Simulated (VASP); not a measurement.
A run of VASP 6.6.1 is set up as follows.

INCAR

```
PREC = Accurate
ENCUT = 520
EDIFF = 1E-6
ISMEAR = -1
SIGMA = 0.03
LREAL = False
LASPH = True
NELM = 100
ALGO = Normal
ISIF = 2
LWAVE = False
LCHARG = False
GGA = PE
NBANDS = 16
```

File KPOINTS:

```
regular mesh
0
Gamma
  9 9 9
```

The input POSCAR:

```
CuI
1.0
    0.0000000000      3.0515767440      3.0515767440
    3.0515767440      0.0000000000      3.0515767440
    3.0515767440      3.0515767440      0.0000000000
Cu I
1 1
Direct
    0.7500000000      0.7500000000      0.7500000000
    0.0000000000      0.0000000000      0.0000000000
```

Potentials or basis: VASP PAW PBE potentials, release 64 (Cu, I).

The run is started by

```console
$ cat potpaw_PBE.64/Cu/POTCAR potpaw_PBE.64/I/POTCAR > POTCAR
$ mpirun -np 1 vasp_std > vasp.out
```

Problem. Estimate the pressure.

Solution. -0.3 GPa.

Problem. Estimate the band gap on the k mesh.

Solution. 1.09 eV.

Caveat: spin-orbit coupling is left out, which moves the levels of the heavy elements.
